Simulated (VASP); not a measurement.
Wanted: the native input for a VASP 6.6.1 run.

```yaml
Task: relaxation of cell and atoms
Functional: PBEsol
Potentials_or_basis: VASP PAW PBE potentials, release 64 (Fe)
Cutoff: 600 eV
k_mesh: 20 × 20 × 20
Occupations: gaussian, width 0.1 eV
Spin: collinear spin, ferromagnetic start
Starting_moments: "[0.68] μB"
Dipole_correction: no
Further_INCAR_settings: ALGO = Normal; EDIFF = 1e-07; IBRION = 2; EDIFFG = -0.005; NSW = 100; ISIF = 3
```

The structure of Fe lies in POSCAR:

```
Fe
1.0
    0.0000000000      1.7073444334      1.7073444334
    1.7073444334      0.0000000000      1.7073444334
    1.7073444334      1.7073444334      0.0000000000
Fe
1
Direct
    0.0000000000      0.0000000000      0.0000000000
```

The input as run:

INCAR

```
SYSTEM = Fe
  ALGO = Normal
  EDIFF = 1E-7
  EDIFFG = -0.005
  ENCUT = 600
  GGA = PS
  IBRION = 2
  ISIF = 3
  ISMEAR = 0
  ISPIN = 2
  LASPH = .TRUE.
  LCHARG = .FALSE.
  LMAXMIX = 4
  LORBIT = 11
  LREAL = .FALSE.
  LWAVE = .FALSE.
  MAGMOM = 0.68
  NELM = 150
  NSW = 100
  PREC = Accurate
  SIGMA = 0.1
```

KPOINTS

```
k-points
0
G
  20 20 20
  0 0 0
```

Potentials or basis: VASP PAW PBE potentials, release 64 (Fe).

Run with:

```bash
$ cat potpaw_PBE.64/Fe/POTCAR > POTCAR
$ mpirun -np 1 vasp_std > vasp.out
```

It gave:

| Item | Value |
| --- | --- |
| Relaxed volume | 9.86 Å³/atom |
| Relaxed cell | a = 2.407 Å, b = 2.407 Å, c = 2.407 Å, α = 60.00°, β = 60.00°, γ = 60.00° |
| Space group after relaxing (to 0.05 Å) | Fm-3m (No. 225) |
| Energy gained by relaxing | 0.7 meV/atom |
| Ionic steps | 3 |
| Pressure after relaxing | 0.0 GPa |
| Net moment | 0.22 μB per cell |
| Site moments | Fe +0.22 μB |
| Valence electrons inside the program's atomic spheres | Fe 7.60 |

Caveat: the PAW data sets were made with another functional, which shifts forces and pressure a little.

Wall time 120 s on 1 thread of Intel Xeon 6975P-C, with other jobs on the host, peak memory 0.17 GiB.
